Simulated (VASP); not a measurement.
# C (C2/m) in VASP: further runs, part 2 of 2

VASP 6.6.1. Earlier steps stand in the parts before.

**4. Relaxation of cell and atoms, PBE+D4**

This run uses another cell than the first one, of 8.92 Å³/atom.

Contents of INCAR:

```
SYSTEM = C
ALGO = Normal
EDIFF = 1E-7
EDIFFG = -0.005
ENCUT = 600
GGA = PE
IBRION = 2
ISIF = 3
ISMEAR = -1
IVDW = 13
LASPH = .True.
LCHARG = .False.
LREAL = .False.
LWAVE = .False.
NELM = 60
NSW = 80
PREC = Accurate
SIGMA = 0.02
```

Contents of KPOINTS:

```
k-points
0
Gamma
  10 10 8
  0 0 0
```

Contents of POSCAR:

```
C
1.0
    2.1345826154     -1.2323935125     -0.0088175219
    2.1345826154      1.2323935125     -0.0088175219
   -1.3982964063      0.0000000000      3.3976736458
C
2
Direct
    0.8333616298      0.8333616298      0.0000848028
    0.1666383702      0.1666383702      0.9999151972
```

Potentials or basis: VASP PAW PBE potentials, release 64 (C).

Launch:

```sh
$ cat potpaw_PBE.64/C/POTCAR > POTCAR
$ mpirun -np 1 vasp_std > vasp.out
```

OUTCAR:

```text
SYSTEM = C
   EDIFF = 1E-7
   EDIFFG = -0.005
   ENCUT = 600
   GGA = PE
   IBRION = 2
   ISIF = 3
   ISMEAR = -1
   IVDW = 13
   LASPH = .True.
   LREAL = .False.
   NELM = 60
   NSW = 80
   PREC = Accurate

 ion  position               nearest neighbor table
   1  0.833  0.833  0.000-   2 1.42   2 1.42   2 1.42
   2  0.167  0.167  1.000-   1 1.42   1 1.42   1 1.42

  LATTYP: Found a base centered monoclinic cell.
 ALAT       =     4.2692016540
 B/A-ratio  =     0.5773414387
 C/A-ratio  =     0.8606188821
 COS(beta)  =    -0.3843929379

  Lattice vectors:

 A1 = (   2.1345826154,  -1.2323935125,  -0.0088175219)
 A2 = (   2.1345826154,   1.2323935125,  -0.0088175219)
 A3 = (  -1.3982964063,   0.0000000000,   3.3976736458)

Analysis of symmetry for initial positions (statically):
=====================================================================
 Subroutine PRICEL returns:
 Original cell was already a primitive cell.

 Routine SETGRP: Setting up the symmetry group for a
 base centered monoclinic supercell.

 Subroutine GETGRP returns: Found  4 space group operations
 (whereof  4 operations were pure point group operations)
 out of a pool of  4 trial point group operations.

The static configuration has the point symmetry C_2h.

Analysis of symmetry for dynamics (positions and initial velocities):
=====================================================================
 Subroutine PRICEL returns:
 Original cell was already a primitive cell.

 Routine SETGRP: Setting up the symmetry group for a
 base centered monoclinic supercell.

 Subroutine GETGRP returns: Found  4 space group operations
 (whereof  4 operations were pure point group operations)
 out of a pool of  4 trial point group operations.

The dynamic configuration has the point symmetry C_2h.

 Subroutine INISYM returns: Found  4 space group operations
 (whereof  4 operations are pure point group operations),
 and found     1 'primitive' translations

----------------------------------------------------------------------------------------

                                     Primitive cell

  volume of cell :      17.8458

  direct lattice vectors                    reciprocal lattice vectors
     2.134582615 -1.232393513 -0.008817522     0.234636715 -0.405714567  0.096563622
     2.134582615  1.232393513 -0.008817522     0.234636715  0.405714567  0.096563622
    -1.398296406  0.000000000  3.397673646     0.001217842  0.000000000  0.294820224

  length of vectors
     2.464815299  2.464815299  3.674155555     0.478521923  0.478521923  0.294822739

  position of ions in fractional coordinates (direct lattice)
     0.833361630  0.833361630  0.000084803
     0.166638370  0.166638370  0.999915197

  ion indices of the primitive-cell ions
   primitive index   ion index
                 1           1
                 2           2

----------------------------------------------------------------------------------------

 KPOINTS: k-points

Automatic generation of k-mesh.
 Grid dimensions read from file:
 generate k-points for:   10   10    8

 Generating k-lattice:

  Cartesian coordinates                     Fractional coordinates (reciprocal lattice)
     0.023463671 -0.040571457  0.009656362     0.100000000 -0.000000000  0.000000000
     0.023463671  0.040571457  0.009656362    -0.000000000  0.100000000  0.000000000
     0.000152230  0.000000000  0.036852528     0.000000000  0.000000000  0.125000000

  Length of vectors
     0.047852192  0.047852192  0.036852842

  Shift w.r.t. Gamma in fractional coordinates (k-lattice)
     0.000000000  0.000000000  0.000000000

 Subroutine IBZKPT returns following result:
 ===========================================

 Found    227 irreducible k-points:

 Following reciprocal coordinates:
            Coordinates               Weight
  0.000000  0.000000  0.000000      1.000000
  0.100000  0.000000  0.000000      4.000000
  0.200000  0.000000  0.000000      4.000000
  0.300000 -0.000000  0.000000      4.000000
  0.400000 -0.000000  0.000000      4.000000
  0.500000  0.000000  0.000000      2.000000
[... 16 lines left out ...]
  0.300000  0.300000  0.000000      2.000000
  0.400000  0.300000 -0.000000      4.000000
 [... further k-points ...]
   k-points           NKPTS =    227   k-points in BZ     NKDIM =    227   number of bands    NBANDS=      8
   number of dos      NEDOS =    301   number of ions     NIONS =      2
   total plane-waves  NPLWV =  12000
   dimension x,y,z NGX =    20 NGY =   20 NGZ =   30
   dimension x,y,z NGXF=    40 NGYF=   40 NGZF=   60
   ions per type =               2
   NGX,Y,Z   is equivalent  to a cutoff of  13.49, 13.49, 13.57 a.u.
   NGXF,Y,Z  is equivalent  to a cutoff of  26.98, 26.98, 27.15 a.u.
 SYSTEM =  C
   PREC   = accura    normal or accurate (medium, high low for compatibility)
   ISTART =      0    job   : 0-new  1-cont  2-samecut
   ICHARG =      2    charge: 1-file 2-atom 10-const
   ISPIN  =      1    spin polarized calculation?
   LNONCOLLINEAR =      F non collinear calculations
   LSORBIT =      F    spin-orbit coupling
   LASPH  =      T    aspherical Exc in radial PAW
   ENCUT  =  600.0 eV  44.10 Ry    6.64 a.u.   4.92  4.92  7.34*2*pi/ulx,y,z
   NELM   =     60;   NELMIN=  2; NELMDL= -5     # of ELM steps
   EDIFF  = 0.1E-06   stopping-criterion for ELM
   LREAL  =      F    real-space projection
   EDIFFG = -.5E-02   stopping-criterion for IOM
   NSW    =     80    number of steps for IOM
   IBRION =      2    ionic relax: 0-MD 1-quasi-New 2-CG
   NFREE  =      1    steps in history (QN), initial steepest desc. (CG)
   ISIF   =      3    stress and relaxation
   ISYM   =      2    0-nonsym 1-usesym 2-fastsym
   POTIM  = 0.5000    time-step for ionic-motion
   TEBEG  =    0.0;   TEEND  =   0.0 temperature during run
   PSTRESS=    0.0 pullay stress
   NELECT =       8.0000    total number of electrons
   NUPDOWN=      -1.0000    fix difference up-down
   EMIN   =  10.00;   EMAX   =-10.00  energy-range for DOS
   EFERMI =   0.00;   METHOD = LEGACY
   ISMEAR =    -1;   SIGMA  =   0.02  broadening in eV -4-tet -1-fermi 0-gaus
   EFERMI_NEDOS =   21; number of points for ismear=-14 and -15
   IALGO  =     38    algorithm
   IMIX   =      4    mixing-type and parameters
     AMIX     =   0.40;   BMIX     =  1.00
     AMIX_MAG =   1.60;   BMIX_MAG =  1.00
  volume/ion in A,a.u.               =       8.92        60.21
  Fermi-wavevector in a.u.,A,eV,Ry     =   1.252929  2.367692 21.358848  1.569831
  Thomas-Fermi vector in A             =   2.386806
   LORBIT       =      0    0 simple, 1 ext, 2 COOP (PROOUT), +10 PAW based schemes
   GGA     = PE    functional components
   LHFCALC =     F    Hartree Fock is set to
   AEXX    =    0.0000 exact exchange contribution
   IVDW    =    13    specifies the selected vdW correction
   LEPSILON=     F    determine dielectric tensor
   LRPA    =     F    only Hartree local field effects (RPA)
 conjugate gradient relaxation of ions
 non-spin polarized calculation
  energy-cutoff  :      600.00
  volume of cell :       17.85
 maximum number of plane-waves:       614
   NGX =  9   NGY =  9   NGZ = 15

--------------------------------------- Ionic step        1  -------------------------------------------

 number of electron       8.0000000 magnetization

 Free energy of the ion-electron system (eV)
  ---------------------------------------------------
  ext. energy  EPLUGINS =         0.00000000
  ---------------------------------------------------
  free energy    TOTEN  =       -18.43407366 eV

  energy without entropy =      -18.43407366  energy(sigma->0) =      -18.43407366

------------------------ aborting loop because EDIFF is reached ----------------------------------------

  DFT-D4 for vdW energy calculation

  Edisp (eV):   -0.34609
[... 311 lines left out ...]
--------------------------------------- Ionic step        9  -------------------------------------------

 number of electron       8.0000000 magnetization

 Free energy of the ion-electron system (eV)
  ---------------------------------------------------
  ext. energy  EPLUGINS =         0.00000000
  ---------------------------------------------------
  free energy    TOTEN  =       -18.42516078 eV

  energy without entropy =      -18.42516078  energy(sigma->0) =      -18.42516078

 E-fermi :   4.8154     XC(G=0): -10.4087

 val. band max:        4.3527226247   @ k =  -0.3000   0.3000   0.0000
 cond. band min:       5.5017112506   @ k =  -0.3000   0.3000   0.0000
 fundamental gap:      1.1489886259
 Fermi energy:         4.8154402162

 k-point     1 :       0.0000    0.0000    0.0000
  band No.  band energies     occupation
      1     -14.9028      2.00000
      2      -1.7188      2.00000
      3       1.8158      2.00000
      4       1.8175      2.00000
      5       9.1651      0.00000
      6      13.2282      0.00000
      7      13.2289      0.00000
      8      16.2328      0.00000
[... 243 lines left out ...]
 k-point    24 :       0.4000    0.3000   -0.0000
  band No.  band energies     occupation
      1     -11.7322      2.00000
      2      -5.0959      2.00000
      3      -1.8284      2.00000
      4       0.7140      2.00000
      5       8.7953      0.00000
      6      13.3583      0.00000
      7      14.9772      0.00000
      8      20.0451      0.00000

 [... further k-points ...]

------------------------ aborting loop because EDIFF is reached ----------------------------------------

  DFT-D4 for vdW energy calculation

  Edisp (eV):   -0.35638
[... 25 lines left out ...]
  FREE ENERGIE OF THE ION-ELECTRON SYSTEM (eV)
  ---------------------------------------------------
  free  energy   TOTEN  =       -18.7815438552 eV

  energy  without entropy=      -18.7815438552  energy(sigma->0) =      -18.78154386

 reached required accuracy - stopping structural energy minimisation
```

OSZICAR:

```text
N       E                     dE             d eps       ncg     rms          rms(c)
DAV:   1     0.208735874509E+01    0.20874E+01   -0.46447E+03  3672   0.100E+03
DAV:   2    -0.193476912071E+02   -0.21435E+02   -0.20391E+02  5480   0.121E+02
DAV:   3    -0.196195117092E+02   -0.27182E+00   -0.27182E+00  4440   0.160E+01
DAV:   4    -0.196204498828E+02   -0.93817E-03   -0.93817E-03  6080   0.934E-01
[... 74 lines left out ...]
DAV:   1    -0.184251972687E+02   -0.20763E-03   -0.12036E-02  4352   0.105E+00    0.366E-02
DAV:   2    -0.184251729449E+02    0.24324E-04   -0.10985E-04  5000   0.114E-01    0.200E-02
DAV:   3    -0.184251607267E+02    0.12218E-04   -0.42458E-05  5584   0.584E-02    0.242E-03
DAV:   4    -0.184251607595E+02   -0.32795E-07   -0.12877E-06  3968   0.125E-02    0.172E-03
DAV:   5    -0.184251607774E+02   -0.17845E-07   -0.57619E-08  2760   0.247E-03
   9 F= -.18781544E+02 E0= -.18781544E+02  d E =-.149626E-05
```

It took 5 min on 1 thread of Intel Xeon 8259CL, shared host; peak memory 0.15 GiB.

Results:

```yaml
Free_energy: -18.7815 eV
Relaxed_volume: 8.70 Å³/atom
Relaxed_cell: a = 2.460 Å, b = 2.460 Å, c = 3.607 Å, α = 109.81°, β = 109.81°, γ = 60.00°
Space_group_after_relaxing_to_0.1_Å: R-3m (No. 166)
Energy_gained_by_relaxing: 0.7 meV/atom
Ionic_steps: 9
Pressure_after_relaxing: 0.0 GPa
Largest_force_after_relaxing: 0.004 eV/Å
Dispersion_energy_per_atom: -0.178 eV
```

Forces in eV/Å, atoms in the order of the input:
```
C    0.002  0.000  0.004
C   -0.002  0.000 -0.004
```

The path:
| step | energy change (eV) | largest force (eV/Å) | pressure (GPa) | volume (Å³) |
| --- | --- | --- | --- | --- |
| 1 | 0.0000 | 0.0002 | -1.75 | 17.85 |
| 2 | 0.0018 | 0.0012 | 3.32 | 17.60 |
| 3 | -0.0005 | 0.0002 | -0.16 | 17.77 |
| 4 | -0.0007 | 0.0007 | -0.15 | 17.73 |
| 5 | -0.0010 | 0.0037 | -0.10 | 17.64 |
| 6 | -0.0014 | 0.0096 | 0.00 | 17.45 |
| 7 | -0.0014 | 0.0112 | 0.03 | 17.39 |
| 8 | -0.0012 | 0.1384 | -0.20 | 17.40 |
| 9 | -0.0014 | 0.0041 | 0.01 | 17.39 |

Final structure:
```
C
1.0
     2.13031   -1.22993   -0.00953
     2.13031    1.22993   -0.00953
    -1.39693    0.00000    3.32558
C
2
Direct
  0.83336 0.83336 0.00008
  0.16664 0.16664 0.99992
```

**5. Relaxation of cell and atoms, r2SCAN+rVV10**

This run uses another cell than the first one, of 8.92 Å³/atom.

POSCAR is that of step 4.

Contents of INCAR.step1:

```
PREC = Accurate
ENCUT = 600
ISMEAR = -1
SIGMA = 0.02
LREAL = F
LASPH = T
NELM = 80
GGA = PE
ALGO = Normal
EDIFF = 1E-4
LWAVE = T
LCHARG = F
```

Contents of INCAR.step2:

```
PREC = Accurate
ENCUT = 600
EDIFF = 1E-6
ISMEAR = -1
SIGMA = 0.02
LREAL = F
LASPH = T
NELM = 80
ALGO = Normal
ISIF = 3
LWAVE = F
LCHARG = F
METAGGA = R2SCAN
LMIXTAU = T
LUSE_VDW = T
IVDW_NL = 2
BPARAM = 11.95
CPARAM = 0.0093
IBRION = 2
NSW = 80
EDIFFG = -0.005
ISTART = 1
```

Contents of KPOINTS:

```
regular mesh
0
Gamma
  10 10 8
```

Launch:

```sh
$ cat potpaw_PBE.64/C/POTCAR > POTCAR
$ cp INCAR.step1 INCAR
$ mpirun -np 1 vasp_std > vasp.out
$ cp INCAR.step2 INCAR
$ mpirun -np 1 vasp_std > vasp.out
```

It took 22 min on 1 thread of Intel Xeon 8259CL, shared host; peak memory 0.22 GiB.

The run converged. Its results:

```
Free energy                           : -19.7261 eV
Relaxed volume                        : 8.65 Å³/atom
Relaxed cell                          : a = 2.456 Å, b = 2.456 Å, c = 3.601 Å, α = 109.82°, β = 109.82°, γ = 60.00°
Space group after relaxing (to 0.1 Å) : R-3m (No. 166)
Energy gained by relaxing             : 1.4 meV/atom
Ionic steps                           : 16
Pressure after relaxing               : 0.0 GPa
```

Stress tensor (GPa, compression positive):
```
-0.03  0.00 -0.01
 0.00 -0.01  0.00
-0.01  0.00  0.07
```

Step by step:
| step | energy change (eV) | largest force (eV/Å) | pressure (GPa) | volume (Å³) |
| --- | --- | --- | --- | --- |
| 1 | 0.0000 | 0.0084 | -3.17 | 17.85 |
| 2 | 0.0078 | 0.0050 | 6.97 | 17.39 |
| 3 | -0.0018 | 0.0045 | -0.24 | 17.71 |
| 4 | -0.0019 | 0.0024 | -0.22 | 17.67 |
| 5 | -0.0024 | 0.0226 | -0.16 | 17.57 |
| 6 | -0.0027 | 0.0629 | -0.02 | 17.36 |
| 7 | -0.0028 | 0.0283 | 0.02 | 17.32 |
| 8 | -0.0028 | 0.0288 | -0.04 | 17.32 |
| 9 | -0.0028 | 0.0295 | -0.02 | 17.32 |
| 10 | -0.0028 | 0.0299 | -0.03 | 17.32 |
| 11 | -0.0028 | 0.0309 | -0.05 | 17.31 |
| 12 | -0.0028 | 0.0339 | 0.00 | 17.31 |
| 13 | -0.0028 | 0.0320 | 0.04 | 17.31 |
| 14 | -0.0028 | 0.0314 | 0.01 | 17.31 |
| 15 | -0.0028 | 0.0487 | 0.04 | 17.30 |
| 16 | -0.0028 | 0.0018 | 0.01 | 17.31 |

Final structure:
```
C
1.0
     2.12697   -1.22798   -0.00962
     2.12697    1.22798   -0.00962
    -1.39492    0.00000    3.31996
C
2
Direct
  0.83334 0.83334 0.00002
  0.16666 0.16666 0.99998
```

Caveat: the PAW data sets were made with another functional, which shifts forces and pressure a little.

**6. The runs side by side**

| task | level | cell | k mesh | cutoff (eV) | pressure (GPa) | relaxed volume (Å³/atom) |
| --- | --- | --- | --- | --- | --- | --- |
| single point | r2SCAN+rVV10 | a = 2.455, b = 2.455, c = 3.643 Å, angles 109.6, 109.6, 60.0°, 2 atoms | 10 × 10 × 8 | 520 | 0.7 | - |
| relaxation of cell and atoms | PBE+D3(BJ) | relaxed from a = 2.456, b = 2.456, c = 3.765 Å, angles 108.5, 108.5, 60.0°, 2 atoms | 10 × 10 × 6 | 600 | 0.0 | 8.84 |
| relaxation of cell and atoms | PBE+D4 | relaxed from a = 2.465, b = 2.465, c = 3.674 Å, angles 109.4, 109.4, 60.0°, 2 atoms | 10 × 10 × 8 | 600 | 0.0 | 8.70 |
| relaxation of cell and atoms | r2SCAN+rVV10 | relaxed from a = 2.465, b = 2.465, c = 3.674 Å, angles 109.4, 109.4, 60.0°, 2 atoms | 10 × 10 × 8 | 600 | 0.0 | 8.65 |

Alike in all rows: potentials or basis VASP PAW PBE potentials, release 64 (C); no spin polarisation; smearing fermi-dirac 0.02 eV.

Caveats: the PAW data sets were made with another functional, which shifts forces and pressure a little (at least some runs).

Absolute energies hang on the potentials; compare differences alone.
